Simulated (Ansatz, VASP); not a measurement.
# TaN: VASP beside Ansatz

```xyz
2
Lattice="0.0000 2.1496 2.1496 2.1496 0.0000 2.1496 2.1496 2.1496 0.0000" Properties=species:S:1:pos:R:3 pbc="T T T"
Ta    2.1496    2.1496    2.1496
N     0.0000    0.0000    0.0000
```

Change from the starting cell: volume scaled by 0.96, crystal datasets.

Alike in both runs: task electric field gradients; functional PBEsol; k mesh 9 × 9 × 9; occupations fermi-dirac, width 0.02 eV; no spin polarisation.

```csv
,VASP,Ansatz
version,VASP 6.6.1,Ansatz 0.2.0
potentials or method,"VASP PAW PBE potentials, release 64 (Ta_pv, N), cutoff 520 eV","all-electron PAW with datasets made for the crystal, scalar-relativistic"
```

Ansatz gave:

* pressure (GPa): 20.9

Q: Which values does VASP return?

A: Pressure (GPa): 22.5.

VASP's potentials were made for PBE, not for PBEsol. Ansatz ran all-electron here, and VASP with PAW potentials.

Neither program's run includes spin-orbit coupling.
